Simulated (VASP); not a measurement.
# As in VASP: a series of runs, part 2 of 2

VASP 6.6.1. Earlier steps stand in the parts before.

## 4. Single point, r2SCAN

This run uses another cell than the first one, of 20.78 Å³/atom, 1.010 times its volume.

File POSCAR:

```
As
1.0
    0.0000000000      2.1819793639      2.1819793639
    2.1819793639      0.0000000000      2.1819793639
    2.1819793639      2.1819793639      0.0000000000
As
1
Direct
    0.0000000000      0.0000000000      0.0000000000
```

File INCAR.step1:

```
SYSTEM = As
ALGO = Normal
EDIFF = 1E-5
ENCUT = 550
GGA = PE
GGA_COMPAT = .False.
ISMEAR = 0
LASPH = .True.
LCHARG = .False.
LREAL = .False.
LWAVE = .True.
NBANDS = 8
NELM = 120
PREC = Accurate
SIGMA = 0.1
```

File INCAR.step2:

```
SYSTEM = As
ALGO = Normal
EDIFF = 1E-6
ENCUT = 550
GGA_COMPAT = .False.
ISIF = 2
ISMEAR = 0
ISTART = 1
LASPH = .True.
LCHARG = .False.
LMIXTAU = .True.
LREAL = .False.
LWAVE = .False.
METAGGA = R2SCAN
NBANDS = 8
NELM = 120
PREC = Accurate
SIGMA = 0.1
```

File KPOINTS:

```
k-points
0
Gamma
  8 8 8
  0 0 0
```

Potentials or basis: VASP PAW PBE potentials, release 64 (As).

On the command line:

```sh
$ cat potpaw_PBE.64/As/POTCAR > POTCAR
$ cp INCAR.step1 INCAR
$ mpirun -np 1 vasp_std > vasp.out
$ cp INCAR.step2 INCAR
$ mpirun -np 1 vasp_std > vasp.out
```

OUTCAR:

```text
SYSTEM = As
   EDIFF = 1E-6
   ENCUT = 550
   ISIF = 2
   ISMEAR = 0
   ISTART = 1
   LASPH = .True.
   LREAL = .False.
   METAGGA = R2SCAN
   NELM = 120
   PREC = Accurate

 ion  position               nearest neighbor table
   1  0.000  0.000  0.000-

  LATTYP: Found a face centered cubic cell.
 ALAT       =     4.3639587278

  Lattice vectors:

 A1 = (   0.0000000000,   2.1819793639,   2.1819793639)
 A2 = (   2.1819793639,   0.0000000000,   2.1819793639)
 A3 = (   2.1819793639,   2.1819793639,   0.0000000000)

Analysis of symmetry for initial positions (statically):
=====================================================================
 Subroutine PRICEL returns:
 Original cell was already a primitive cell.

 Routine SETGRP: Setting up the symmetry group for a
 face centered cubic supercell.

 Subroutine GETGRP returns: Found 48 space group operations
 (whereof 48 operations were pure point group operations)
 out of a pool of 48 trial point group operations.

The static configuration has the point symmetry O_h .

Analysis of symmetry for dynamics (positions and initial velocities):
=====================================================================
 Subroutine PRICEL returns:
 Original cell was already a primitive cell.

 Routine SETGRP: Setting up the symmetry group for a
 face centered cubic supercell.

 Subroutine GETGRP returns: Found 48 space group operations
 (whereof 48 operations were pure point group operations)
 out of a pool of 48 trial point group operations.

The dynamic configuration has the point symmetry O_h .

 Subroutine INISYM returns: Found 48 space group operations
 (whereof 48 operations are pure point group operations),
 and found     1 'primitive' translations

----------------------------------------------------------------------------------------

                                     Primitive cell

  volume of cell :      20.7770

  direct lattice vectors                    reciprocal lattice vectors
     0.000000000  2.181979364  2.181979364    -0.229149738  0.229149738  0.229149738
     2.181979364  0.000000000  2.181979364     0.229149738 -0.229149738  0.229149738
     2.181979364  2.181979364  0.000000000     0.229149738  0.229149738 -0.229149738

  length of vectors
     3.085784809  3.085784809  3.085784809     0.396898989  0.396898989  0.396898989

  position of ions in fractional coordinates (direct lattice)
     0.000000000  0.000000000  0.000000000

  ion indices of the primitive-cell ions
   primitive index   ion index
                 1           1

----------------------------------------------------------------------------------------

 KPOINTS: k-points

Automatic generation of k-mesh.
 Grid dimensions read from file:
 generate k-points for:    8    8    8

 Generating k-lattice:

  Cartesian coordinates                     Fractional coordinates (reciprocal lattice)
    -0.028643717  0.028643717  0.028643717     0.125000000  0.000000000  0.000000000
     0.028643717 -0.028643717  0.028643717     0.000000000  0.125000000  0.000000000
     0.028643717  0.028643717 -0.028643717     0.000000000  0.000000000  0.125000000

  Length of vectors
     0.049612374  0.049612374  0.049612374

  Shift w.r.t. Gamma in fractional coordinates (k-lattice)
     0.000000000  0.000000000  0.000000000

 Subroutine IBZKPT returns following result:
 ===========================================

 Found     29 irreducible k-points:

 Following reciprocal coordinates:
            Coordinates               Weight
  0.000000  0.000000  0.000000      1.000000
  0.125000  0.000000  0.000000      8.000000
  0.250000  0.000000  0.000000      8.000000
  0.375000  0.000000  0.000000      8.000000
  0.500000  0.000000  0.000000      4.000000
  0.125000  0.125000  0.000000      6.000000
[... 16 lines left out ...]
  0.500000  0.250000  0.125000     48.000000
 -0.375000  0.250000  0.125000     24.000000
 [... further k-points ...]
   k-points           NKPTS =     29   k-points in BZ     NKDIM =     29   number of bands    NBANDS=      8
   number of dos      NEDOS =    301   number of ions     NIONS =      1
   total plane-waves  NPLWV =  13824
   dimension x,y,z NGX =    24 NGY =   24 NGZ =   24
   dimension x,y,z NGXF=    48 NGYF=   48 NGZF=   48
   ions per type =               1
   NGX,Y,Z   is equivalent  to a cutoff of  12.93, 12.93, 12.93 a.u.
   NGXF,Y,Z  is equivalent  to a cutoff of  25.86, 25.86, 25.86 a.u.
 SYSTEM =  As
   PREC   = accura    normal or accurate (medium, high low for compatibility)
   ISTART =      1    job   : 0-new  1-cont  2-samecut
   ICHARG =      0    charge: 1-file 2-atom 10-const
   ISPIN  =      1    spin polarized calculation?
   LNONCOLLINEAR =      F non collinear calculations
   LSORBIT =      F    spin-orbit coupling
   LASPH  =      T    aspherical Exc in radial PAW
   ENCUT  =  550.0 eV  40.42 Ry    6.36 a.u.   5.90  5.90  5.90*2*pi/ulx,y,z
   NELM   =    120;   NELMIN=  2; NELMDL=  0     # of ELM steps
   EDIFF  = 0.1E-05   stopping-criterion for ELM
   LREAL  =      F    real-space projection
   EDIFFG = 0.1E-04   stopping-criterion for IOM
   NSW    =      0    number of steps for IOM
   IBRION =     -1    ionic relax: 0-MD 1-quasi-New 2-CG
   NFREE  =      0    steps in history (QN), initial steepest desc. (CG)
   ISIF   =      2    stress and relaxation
   ISYM   =      2    0-nonsym 1-usesym 2-fastsym
   POTIM  = 0.5000    time-step for ionic-motion
   TEBEG  =    0.0;   TEEND  =   0.0 temperature during run
   PSTRESS=    0.0 pullay stress
   NELECT =       5.0000    total number of electrons
   NUPDOWN=      -1.0000    fix difference up-down
   EMIN   =  10.00;   EMAX   =-10.00  energy-range for DOS
   EFERMI =   0.00;   METHOD = LEGACY
   ISMEAR =     0;   SIGMA  =   0.10  broadening in eV -4-tet -1-fermi 0-gaus
   EFERMI_NEDOS =   21; number of points for ismear=-14 and -15
   IALGO  =     38    algorithm
   IMIX   =      4    mixing-type and parameters
     AMIX     =   0.40;   BMIX     =  1.00
     AMIX_MAG =   1.60;   BMIX_MAG =  1.00
  volume/ion in A,a.u.               =      20.78       140.21
  Fermi-wavevector in a.u.,A,eV,Ry     =   1.018289  1.924286 14.108038  1.036912
  Thomas-Fermi vector in A             =   2.151738
   LORBIT       =      0    0 simple, 1 ext, 2 COOP (PROOUT), +10 PAW based schemes
   METAGGA = R2SCAN    functional components
   LHFCALC =     F    Hartree Fock is set to
   AEXX    =    0.0000 exact exchange contribution
   IVDW    =     0    specifies the selected vdW correction
   LEPSILON=     F    determine dielectric tensor
   LRPA    =     F    only Hartree local field effects (RPA)
 non-spin polarized calculation
 Gauss-broadening in eV      SIGMA  =   0.10
  energy-cutoff  :      550.00
  volume of cell :       20.78
 maximum number of plane-waves:       620
   NGX = 11   NGY = 11   NGZ = 11

 number of electron       4.9999999 magnetization

 Free energy of the ion-electron system (eV)
  ---------------------------------------------------
  ext. energy  EPLUGINS =         0.00000000
  ---------------------------------------------------
  free energy    TOTEN  =       -13.92425744 eV

  energy without entropy =      -13.91986660  energy(sigma->0) =      -13.92206202

 E-fermi :   5.4304     XC(G=0): -10.9387

 val. band max:        5.1158616076   @ k =   0.5000   0.2500   0.1250
 cond. band min:       5.4735967398   @ k =  -0.3750   0.3750   0.1250
 fundamental gap:      0.3577351322
 Fermi energy:         5.4304433157

 k-point     1 :       0.0000    0.0000    0.0000
  band No.  band energies     occupation
      1      -9.6625      2.00000
      2      10.7950      0.00000
      3      10.7950      0.00000
      4      10.7950      0.00000
      5      18.0654      0.00000
      6      18.0654      0.00000
      7      18.0654      0.00000
      8      19.4777      0.00000

 k-point     2 :       0.1250    0.0000    0.0000
  band No.  band energies     occupation
      1      -9.3075      2.00000
      2       8.4465      0.00000
      3      10.4557      0.00000
      4      10.4557      0.00000
      5      17.0329      0.00000
      6      18.6970      0.00000
      7      18.6970      0.00000
      8      20.9408      0.00000
[... 221 lines left out ...]
 k-point    23 :       0.5000    0.2500    0.1250
  band No.  band energies     occupation
      1      -5.8405      2.00000
      2       1.6142      2.00000
      3       5.1159      1.99999
      4       7.6414      0.00000
      5      15.4453      0.00000
      6      17.4368      0.00000
      7      19.6578      0.00000
      8      22.7576      0.00000

 k-point    24 :      -0.3750    0.2500    0.1250
  band No.  band energies     occupation
      1      -4.7756      2.00000
      2      -0.0401      2.00000
      3       4.9962      2.00000
      4       7.1284      0.00000
      5      15.3176      0.00000
      6      17.1842      0.00000
      7      21.5611      0.00000
      8      22.9253      0.00000

 [... further k-points ...]
[... 5 lines left out ...]
  --------------------------------------------------------------------------------------
  -------------------------------------------------------------------------------------
  Total       -0.7559687     -0.7559687     -0.7559687      0.0000000     -0.0000000     -0.0000000
  in kB      -58.2951570    -58.2951570    -58.2951570      0.0000000     -0.0000000     -0.0000000
  external PRESSURE =     -58.2951570 kB  Pullay stress =       0.0000000 kB

 VOLUME and BASIS-vectors are now :
 -----------------------------------------------------------------------------
  energy-cutoff  :      550.00
  volume of cell :       20.78
      direct lattice vectors                 reciprocal lattice vectors
     0.000000000  2.181979364  2.181979364    -0.229149738  0.229149738  0.229149738
     2.181979364  0.000000000  2.181979364     0.229149738 -0.229149738  0.229149738
     2.181979364  2.181979364  0.000000000     0.229149738  0.229149738 -0.229149738

 POSITION                                       TOTAL-FORCE (eV/Angst)
 -----------------------------------------------------------------------------------
      0.00000      0.00000      0.00000         0.000000      0.000000      0.000000
 -----------------------------------------------------------------------------------
    total drift:                               -0.000000      0.000000     -0.000000

  FREE ENERGIE OF THE ION-ELECTRON SYSTEM (eV)
  ---------------------------------------------------
  free  energy   TOTEN  =       -13.9242574409 eV

  energy  without entropy=      -13.9198666011  energy(sigma->0) =      -13.92206202
```

OUTCAR.step1:

```text
SYSTEM = As
   EDIFF = 1E-5
   ENCUT = 550
   GGA = PE
   ISMEAR = 0
   LASPH = .True.
[... 481 lines left out ...]
 -----------------------------------------------------------------------------------
      0.00000      0.00000      0.00000        -0.000000      0.000000     -0.000000
 -----------------------------------------------------------------------------------
    total drift:                                0.000000      0.000000     -0.000000

  FREE ENERGIE OF THE ION-ELECTRON SYSTEM (eV)
  ---------------------------------------------------
  free  energy   TOTEN  =        -4.1027984082 eV

  energy  without entropy=       -4.0984027838  energy(sigma->0) =       -4.10060060
```

OSZICAR.step1:

```text
N       E                     dE             d eps       ncg     rms          rms(c)
DAV:   1     0.319223054691E+01    0.31922E+01   -0.22217E+03   464   0.484E+02
DAV:   2    -0.400920707316E+01   -0.72014E+01   -0.69951E+01   672   0.522E+01
DAV:   3    -0.410788738321E+01   -0.98680E-01   -0.98677E-01   536   0.608E+00
DAV:   4    -0.410794434917E+01   -0.56966E-04   -0.56966E-04   728   0.180E-01
DAV:   5    -0.410794436320E+01   -0.14033E-07   -0.13774E-07   520   0.199E-03    0.164E+00
DAV:   6    -0.410424695246E+01    0.36974E-02   -0.31679E-03   536   0.289E-01    0.951E-01
DAV:   7    -0.410277441860E+01    0.14725E-02   -0.58985E-03   504   0.398E-01    0.512E-02
DAV:   8    -0.410279843666E+01   -0.24018E-04   -0.73584E-05   576   0.636E-02    0.606E-03
DAV:   9    -0.410279840824E+01    0.28426E-07   -0.47829E-07   432   0.560E-03
   1 F= -.41027984E+01 E0= -.41006006E+01  d E =-.439562E-02
```

It took 12 s on 1 thread of Intel Xeon Platinum 8488C (Sapphire Rapids), shared host; peak memory 0.14 GiB.

Results:

```
Free energy : -13.9243 eV
Pressure    : -5.8 GPa
```

Caveat: the PAW data sets were made with another functional, which shifts forces and pressure a little.

## 5. Relaxation of cell and atoms, r2SCAN

This run uses another cell than the first one, of 20.78 Å³/atom, 1.010 times its volume.

POSCAR is that of step 4.

File INCAR.step1:

```
PREC = Accurate ; ENCUT = 550
ISMEAR = 0 ; SIGMA = 0.1
LREAL = False ; LASPH = True
NELM = 120 ; GGA = PE
ALGO = Normal ; EDIFF = 1E-5
LWAVE = True ; LCHARG = False
GGA_COMPAT = False ; IBRION = 2
ISIF = 3 ; EDIFFG = -0.005
NELMIN = 4 ; NSW = 100
```

File INCAR.step2:

```
PREC = Accurate ; ENCUT = 550
EDIFF = 1E-7 ; ISMEAR = 0
SIGMA = 0.1 ; LREAL = False
LASPH = True ; NELM = 120
ALGO = Normal ; ISIF = 3
LWAVE = False ; LCHARG = False
METAGGA = R2SCAN ; LMIXTAU = True
IBRION = 2 ; NSW = 90
EDIFFG = -0.04 ; ISTART = 1
GGA_COMPAT = False ; NELMIN = 4
```

File KPOINTS:

```
regular mesh
0
Gamma
  6 6 6
```

On the command line:

```sh
$ cat potpaw_PBE.64/As/POTCAR > POTCAR
$ cp INCAR.step1 INCAR
$ mpirun -np 1 vasp_std > vasp.out
$ cp INCAR.step2 INCAR
$ mpirun -np 1 vasp_std > vasp.out
```

It took 41 s on 1 thread of Intel Xeon Platinum 8488C (Sapphire Rapids), shared host; peak memory 0.14 GiB.

The run converged. Its results:

| Item | Value |
| --- | --- |
| Free energy | -13.9982 eV |
| Relaxed volume | 19.12 Å³/atom |
| Relaxed cell | a = 3.002 Å, b = 3.002 Å, c = 3.002 Å, α = 60.00°, β = 60.00°, γ = 60.00° |
| Space group after relaxing (to 0.05 Å) | Fm-3m (No. 225) |
| Energy gained by relaxing | 30.9 meV/atom |
| Ionic steps | 3 |
| Pressure after relaxing | 0.0 GPa |

The path:
```tsv
step	energy change (eV)	largest force (eV/Å)	pressure (GPa)	volume (Å³)
1	0.0000	0.0000	-5.68	20.78
2	-0.0278	0.0000	2.11	18.64
3	-0.0309	0.0000	0.02	19.12
```

Final structure:
```
As
1.0
     0.00000    2.12253    2.12253
     2.12253    0.00000    2.12253
     2.12253    2.12253    0.00000
As
1
Direct
  0.00000 0.00000 0.00000
```

Levels at points of the mesh, in eV from the Fermi level:
```tsv
k point	band 1	band 2	band 3	band 4	band 5
(0.00, 0.00, 0.00)	-16.15	5.72	5.72	5.72	12.65
(0.50, 0.00, 0.00)	-11.49	-7.35	3.90	3.90	10.13
(0.50, 0.50, 0.00)	-9.49	-6.27	0.22	0.22	5.34
```

Caveat: the k points lie up to 0.43 Å⁻¹ apart in the final cell; the PAW data sets were made with another functional, which shifts forces and pressure a little.

## 6. Overview

| task | cell | k mesh | cutoff (eV) | gap on the mesh (eV) | pressure (GPa) | relaxed volume (Å³/atom) |
| --- | --- | --- | --- | --- | --- | --- |
| relaxation of cell and atoms | relaxed from a = 3.117 Å, angles 122.4, 122.4, 85.8°, 1 atom | 8 × 8 × 8 | 600 | none | 0.1 | 19.87 |
| single point | a = 3.006 Å, angles 60.0°, 1 atom | 6 × 6 × 6 | 550 | none | -0.3 | - |
| single point | a = 3.086 Å, angles 60.0°, 1 atom | 8 × 8 × 8 | 550 | none | -5.8 | - |
| relaxation of cell and atoms | relaxed from a = 3.086 Å, angles 60.0°, 1 atom | 6 × 6 × 6 | 550 | none | 0.0 | 19.12 |

Alike in all rows: level r2SCAN; potentials or basis VASP PAW PBE potentials, release 64 (As); no spin polarisation; smearing gaussian 0.1 eV.

Caveats: some runs use coarse meshes; the PAW data sets were made with another functional, which shifts forces and pressure a little.

Total energies depend on the potentials used, so only differences within one code and one set of settings carry meaning.
